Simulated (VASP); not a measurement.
Nb, 1 atom in the cell. Symmetry: Im-3m, No. 229, cubic system. Conventional cell: a = 3.328 Å, b = 3.328 Å, c = 3.328 Å, α = 90.00°, β = 90.00°, γ = 90.00°. Nb (site symmetry m-3m) has 14 Nb at 2.88 to 3.33 Å within 3.8 Å. 

- Program: VASP 6.6.1
- Task: band structure
- Functional: r2SCAN
- Potentials or basis: VASP PAW PBE potentials, release 64 (Nb_sv)
- Cutoff: 340 eV
- k mesh: 13 × 13 × 13
- Occupations: gaussian, width 0.07 eV
- Spin: no spin polarisation
- Tolerance level: screening
- Purpose: bands
- Route: KPOINTS_OPT
- Further INCAR settings: ALGO = Normal; EDIFF = 1e-06; NBANDS = 18

Potentials or basis: VASP PAW PBE potentials, release 64 (Nb_sv).

Run with:

```bash
$ cat potpaw_PBE.64/Nb_sv/POTCAR > POTCAR
$ mpirun -np 1 vasp_std > vasp.out
```

Hardware: 1 thread of AMD EPYC 7R43 64-Core Processor (Zen 3), with other jobs on the host.

Problem. How long does it take, and how much memory?

Solution. It took 3.9 min on 1 thread of AMD EPYC 7R43 64-Core Processor (Zen 3), on a shared host, peak memory 0.1 GiB. Counts: k points 84.
